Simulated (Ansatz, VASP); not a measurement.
## Al: VASP beside Ansatz

```
CELL_PARAMETERS angstrom
2.84031 0.00000 0.00000
-1.42016 2.45978 0.00000
0.00000 0.00000 4.67522
ATOMIC_POSITIONS crystal
Al 0.66667 0.33333 0.75000
Al 0.33333 0.66667 0.25000
```

Alike in both runs: functional PBEsol; k mesh 18 × 18 × 10; occupations fermi-dirac, width 0.15 eV; no spin polarisation.

Ansatz relaxed the structure, and its values are those at the end. VASP's run is a single point on that final structure, the one shown.

```csv
,VASP,Ansatz
version,VASP 6.6.1,Ansatz 0.2.0
potentials or method,"VASP PAW PBE potentials, release 64 (Al), cutoff 520 eV","scalar-relativistic, plane waves, PAW"
valence electrons in the cell,6,6
```

|  | VASP | Ansatz | Ansatz less VASP |
| --- | --- | --- | --- |
| gap on the k mesh at the Fermi level (eV) | none | none | - |
| pressure (GPa) | 0.1 | 0.0 | -0.06 |

VASP's potentials were made for PBE, not for PBEsol. A gap of «none» marks a metal or a gap that the smearing closes. The functional is the same, so the differences come from potentials, cutoffs and numerics.
